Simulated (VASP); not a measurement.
# ScRu3: single point with PBE

Crystal: ScRu3.

```xyz
4
Lattice="2.2922 -3.7315 0.0000 2.2922 3.7315 0.0000 0.0000 0.0000 4.8896" Properties=species:S:1:pos:R:3 pbc="T T T"
Sc    0.0000    0.0000    0.0000
Ru    2.2922    1.1945    2.4448
Ru    2.2922   -1.1945    2.4448
Ru    0.0000    0.0000    2.4448
```

The cell was built from a structure type or drawn by symmetry, and may not be a known phase.

```
Program             : VASP 6.6.1
Task                : single point
Functional          : PBE
Potentials or basis : VASP PAW PBE potentials, release 64 (Sc_sv, Ru_pv)
Cutoff              : 500 eV
k mesh              : 4 × 4 × 4
Occupations         : gaussian, width 0.1 eV
Spin                : no spin polarisation
```

| Property | Result |
| --- | --- |
| Pressure | 0.2 GPa |
| Largest force | 0.049 eV/Å |
| Band gap on the k mesh | zero (an odd number of electrons rules out a gap without spin polarisation) |

Forces on the atoms (eV/Å):
```
Sc   0.000  0.000  0.000
Ru   0.000  0.049  0.000
Ru   0.000 -0.049  0.000
Ru   0.000  0.000  0.000
```

Stress tensor (GPa, compression positive):
```
-0.16  0.00  0.00
 0.00  0.24  0.00
 0.00  0.00  0.39
```

Levels at points of the mesh, in eV from the Fermi level:
| k point | band 22 | band 23 | band 24 | band 25 | band 26 | band 27 | band 28 | band 29 | band 30 | band 31 |
| --- | --- | --- | --- | --- | --- | --- | --- | --- | --- | --- |
| (0.00, 0.00, 0.00) | -2.15 | -1.98 | -1.88 | -1.88 | -1.22 | -0.13 | 0.78 | 1.09 | 1.25 | 1.57 |
| (0.50, 0.00, 0.00) | -2.37 | -2.07 | -1.18 | -0.56 | -0.06 | 0.25 | 1.26 | 1.31 | 2.16 | 2.24 |
| (0.50, 0.50, 0.00) | -2.81 | -1.75 | -1.49 | -0.10 | 0.19 | 0.37 | 1.01 | 1.40 | 2.03 | 2.23 |
| (0.00, 0.00, 0.50) | -2.25 | -2.22 | -2.03 | -1.81 | -1.22 | -0.28 | 0.09 | 0.93 | 1.20 | 1.40 |
| (0.50, 0.00, 0.50) | -1.42 | -1.18 | -0.25 | -0.06 | 0.06 | 0.09 | 0.81 | 0.85 | 1.08 | 1.54 |
| (0.50, 0.50, 0.50) | -1.18 | -1.16 | -0.36 | 0.10 | 0.19 | 0.45 | 0.56 | 0.72 | 1.14 | 1.33 |

It took 110 s on 1 thread of Intel Xeon 8259CL, with other jobs on the host, peak memory 0.21 GiB.

Caveat: the k points lie up to 0.40 Å⁻¹ apart, too coarse for converged energies and pressures of a metal.
